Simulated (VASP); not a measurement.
Input of a VASP 6.6.1 run:

File POSCAR:

```
SrOs
1.0
    3.6319596008      0.0000000000      0.0000000000
    0.0000000000      3.6319596008      0.0000000000
    0.0000000000      0.0000000000      3.6319596008
Sr Os
1 1
Direct
    0.0000000000      0.0000000000      0.0000000000
    0.5000000000      0.5000000000      0.5000000000
```

INCAR.step1

```
SYSTEM = SrOs
PREC     = Accurate       ! precision mode
ENCUT    = 520            ! plane-wave cutoff, eV
ISMEAR   = 0              ! smearing method
SIGMA    = 0.05           ! smearing width, eV
LREAL    = .False.        ! projectors in reciprocal space
LASPH    = .True.         ! aspherical terms in the spheres
NELM     = 80             ! most SCF steps
NBANDS   = 16             ! bands
GGA      = PE             ! functional
ALGO     = Normal         ! electronic algorithm
EDIFF    = 1E-4           ! SCF threshold, eV
LWAVE    = .True.         ! write WAVECAR
LCHARG   = .False.        ! write CHGCAR
```

The input INCAR.step2:

```
SYSTEM = SrOs
PREC     = Accurate       ! precision mode
ENCUT    = 520            ! plane-wave cutoff, eV
EDIFF    = 1E-7           ! SCF threshold, eV
ISMEAR   = 0              ! smearing method
SIGMA    = 0.05           ! smearing width, eV
LREAL    = .False.        ! projectors in reciprocal space
LASPH    = .True.         ! aspherical terms in the spheres
NELM     = 80             ! most SCF steps
ALGO     = Normal         ! electronic algorithm
ISIF     = 2              ! what is computed and relaxed
LWAVE    = .False.        ! write WAVECAR
LCHARG   = .False.        ! write CHGCAR
METAGGA  = R2SCAN         ! meta-GGA
LMIXTAU  = .True.       
NBANDS   = 16             ! bands
ISTART   = 1
```

KPOINTS

```
regular mesh
0
Gamma
  10 10 10
  0 0 0
```

Potentials or basis: VASP PAW PBE potentials, release 64 (Sr_sv, Os).

Command:

```sh
$ cat potpaw_PBE.64/Sr_sv/POTCAR potpaw_PBE.64/Os/POTCAR > POTCAR
$ cp INCAR.step1 INCAR
$ mpirun -np 1 vasp_std > vasp.out
$ cp INCAR.step2 INCAR
$ mpirun -np 1 vasp_std > vasp.out
```

(1) Predict the pressure.

(2) Estimate the band gap on the k mesh.

Results:

(1) -2.2 GPa.

(2) zero (band 9 reaches 4.65 eV, above the bottom of band 10 at 2.86 eV).

Caveat: the PAW data sets were made with another functional, which shifts forces and pressure a little; spin-orbit coupling is left out, which moves the levels of the heavy elements.
